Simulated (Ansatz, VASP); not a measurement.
**Two plane-wave programs on Na**

Contents of INCAR:

```
SYSTEM = Na
PREC     = Accurate       ! precision mode
ENCUT    = 600            ! plane-wave cutoff, eV
EDIFF    = 1E-7           ! SCF threshold, eV
ISMEAR   = 0              ! smearing method
SIGMA    = 0.1            ! smearing width, eV
LREAL    = .False.        ! projectors in reciprocal space
LASPH    = .True.         ! aspherical terms in the spheres
NELM     = 100            ! most SCF steps
ALGO     = Fast           ! electronic algorithm
ISIF     = 3              ! what is computed and relaxed
LWAVE    = .False.        ! write WAVECAR
LCHARG   = .False.        ! write CHGCAR
GGA      = PE             ! functional
IBRION   = 2              ! ionic algorithm
NSW      = 100            ! ionic steps
EDIFFG   = -0.01          ! ionic threshold
```

KPOINTS

```
Automatic mesh
0
Gamma
  15 15 8
  0 0 0
```

POSCAR

```
Na
1.0
    3.6887707041      0.0000000000      0.0000000000
   -1.8443853520      3.1945691385      0.0000000000
    0.0000000000      0.0000000000      6.2691940000
Na
2
Direct
    0.3333333300      0.6666666700      0.2500000000
    0.6666666700      0.3333333300      0.7500000000
```

Input for Ansatz:

```yaml
crystal:
  lattice:
    - [3.6887707041, 0.0, 0.0]
    - [-1.844385352, 3.1945691385, 0.0]
    - [0.0, 0.0, 6.269194]
  atoms:
    - { symbol: Na, position: [0.33333333, 0.66666667, 0.25] }
    - { symbol: Na, position: [0.66666667, 0.33333333, 0.75] }
basis:
  ecutwfc: 420
kpoints:
  mp_grid: { grid: [15, 15, 8] }
hamiltonian:
  xc: pbe
scf:
  occupations: { method: gaussian, width: 0.1 }
output:
  forces: true
  stress: true
  eigenvalues: true
relax:
  adjacent_minimum: "off"
  f_tol: 0.01
  max_steps: 80
  cell: { stress_tol: 0.05 }
```

Alike in both runs: task relaxation of cell and atoms; functional PBE; k mesh 15 × 15 × 8; occupations gaussian, width 0.1 eV; no spin polarisation.

|  | VASP | Ansatz |
| --- | --- | --- |
| version | VASP 6.6.1 | Ansatz 0.2.0 |
| potentials or method | VASP PAW PBE potentials, release 64 (Na_pv), cutoff 600 eV | scalar-relativistic, plane waves, PAW |
| valence electrons in the cell | 14 | 18 |

Ansatz gave:

* gap on the k mesh at the Fermi level, each at its own relaxed structure (eV): none
* relaxed volume (Å³/atom): 37.07
* relaxed length of the cell vector where the two differ most in proportion (Å): 3.745

Problem. What did VASP give for the same quantities?

Solution. gap on the k mesh at the Fermi level, each at its own relaxed structure (eV): none; relaxed volume (Å³/atom): 37.19; relaxed length of the cell vector where the two differ most in proportion (Å): 3.751.

A gap of «none» marks a metal or a gap that the smearing closes. VASP's potentials hold 14 valence electrons a cell and Ansatz's 18, so a difference there can come from the potentials and not from the codes.
